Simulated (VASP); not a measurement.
Wanted: the native input for a VASP 6.6.1 run.

```
Task                   : single point
Functional             : PBE
Potentials or basis    : VASP PAW PBE potentials, release 64 (Cd, Te)
Cutoff                 : 520 eV
k mesh                 : 10 × 10 × 10
Occupations            : gaussian, width 0.05 eV
Spin                   : non-collinear spin, zero start, spin-orbit coupling
Starting moments       : [[0.0, 0.0, 0.0], [0.0, 0.0, 0.0]] μB
Dipole correction      : no
Further INCAR settings : ALGO = Normal; EDIFF = 1e-07; NBANDS = 30
```

The structure of CdTe lies in POSCAR:

```
CdTe
1.0
    0.0000000000      3.3530250596      3.3530250596
    3.3530250596      0.0000000000      3.3530250596
    3.3530250596      3.3530250596      0.0000000000
Cd Te
1 1
Direct
    0.0000000000      0.0000000000      0.0000000000
    0.2500000000      0.2500000000      0.2500000000
```

These files were run (other wordings do the same):

INCAR

```
ALGO     = Normal         # electronic algorithm
EDIFF    = 1E-7           # SCF threshold, eV
ENCUT    = 520            # plane-wave cutoff, eV
GGA      = PE             # functional
GGA_COMPAT= F            
ISIF     = 2              # what is computed and relaxed
ISMEAR   = 0              # smearing method
LASPH    = T              # aspherical terms in the spheres
LCHARG   = T              # write CHGCAR
LORBIT   = 11             # projections on sites
LORBMOM  = T            
LREAL    = F              # projectors in reciprocal space
LSORBIT  = T              # spin-orbit coupling
LVHAR    = T            
LWAVE    = F              # write WAVECAR
MAGMOM   = 0 0 0 0 0 0    # initial moments
NBANDS   = 30             # bands
NELM     = 150            # most SCF steps
PREC     = Accurate       # precision mode
SIGMA    = 0.05           # smearing width, eV
```

KPOINTS

```
k-points
0
Gamma
  10 10 10
```

Potentials or basis: VASP PAW PBE potentials, release 64 (Cd, Te).

Command:

```console
$ cat potpaw_PBE.64/Cd/POTCAR potpaw_PBE.64/Te/POTCAR > POTCAR
$ mpirun -np 1 vasp_ncl > vasp.out
```

Results of the run:

The pressure is -1.1 GPa, the net moment is 0.00 μB per cell and the valence electrons inside the program's atomic spheres are Cd 10.26; Te 3.38.

Run time: 10 min on 1 thread of Intel Xeon 8259CL, on a shared host, peak memory 0.54 GiB.
